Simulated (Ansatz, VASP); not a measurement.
**Bi6O: VASP beside Ansatz**

INCAR

```
SYSTEM = Bi6O
PREC = Accurate
ENCUT = 600
EDIFF = 1E-6
ISMEAR = 0
SIGMA = 0.1
LREAL = .False.
LASPH = .True.
NELM = 60
ALGO = Normal
ISIF = 3
LWAVE = .False.
LCHARG = .False.
GGA = PE
IBRION = 2
NSW = 100
EDIFFG = -0.01
```

KPOINTS

```
Automatic mesh
0
Gamma
  6 6 6
  0 0 0
```

File POSCAR:

```
Bi6O
1.0
    6.2057891365      0.0000000000      0.0000000000
   -3.1028945683      5.3743710428      0.0000000000
    0.0000000000      0.0000000000      5.9201552263
Bi O
6 1
Direct
    0.3641618508      0.0000000000      0.2334103298
    0.0000000000      0.3641618508      0.2334103298
    0.6358381492      0.6358381492      0.2334103298
    0.0000000000      0.6358381492      0.7665896702
    0.6358381492      0.0000000000      0.7665896702
    0.3641618508      0.3641618508      0.7665896702
    0.0000000000      0.0000000000      0.0000000000
```

Input for Ansatz:

```yaml
crystal:
  lattice:
    - [6.2057891365, 0.0, 0.0]
    - [-3.1028945683, 5.3743710428, 0.0]
    - [0.0, 0.0, 5.9201552263]
  atoms:
    - { symbol: Bi, position: [0.3641618508, 0.0, 0.2334103298] }
    - { symbol: Bi, position: [0.0, 0.3641618508, 0.2334103298] }
    - { symbol: Bi, position: [0.6358381492, 0.6358381492, 0.2334103298] }
    - { symbol: Bi, position: [0.0, 0.6358381492, 0.7665896702] }
    - { symbol: Bi, position: [0.6358381492, 0.0, 0.7665896702] }
    - { symbol: Bi, position: [0.3641618508, 0.3641618508, 0.7665896702] }
    - { symbol: O, position: [0.0, 0.0, 0.0] }
basis:
  ecutwfc: 420
kpoints:
  mp_grid: { grid: [6, 6, 6] }
hamiltonian:
  xc: pbe
scf:
  occupations: { method: gaussian, width: 0.1 }
output:
  forces: true
  stress: true
  eigenvalues: true
relax:
  adjacent_minimum: "off"
  f_tol: 0.01
  max_steps: 80
  cell: { stress_tol: 0.05 }
```

Change from the starting cell: species swapped into the Ti6O type (P-31m, No. 162).

Alike in both runs: task relaxation of cell and atoms; functional PBE; k mesh 6 × 6 × 6; occupations gaussian, width 0.1 eV; no spin polarisation.

|  | VASP | Ansatz |
| --- | --- | --- |
| version | VASP 6.6.1 | Ansatz 0.2.0 |
| potentials or method | VASP PAW PBE potentials, release 64 (Bi_d, O), cutoff 600 eV | scalar-relativistic, plane waves, PAW |
| valence electrons in the cell | 96 | 96 |

Ansatz gave:

| Property | Result |
| --- | --- |
| gap on the k mesh at the Fermi level, each at its own relaxed structure (eV) | none |
| relaxed volume (Å³/atom) | 27.92 |
| relaxed length of the cell vector where the two differ most in proportion (Å) | 6.210 |

Q: Which values does VASP return?

A: gap on the k mesh at the Fermi level, each at its own relaxed structure (eV): none; relaxed volume (Å³/atom): 27.89; relaxed length of the cell vector where the two differ most in proportion (Å): 6.207.

A gap of «none» marks a metal or a gap that the smearing closes.

Neither program's run includes spin-orbit coupling.
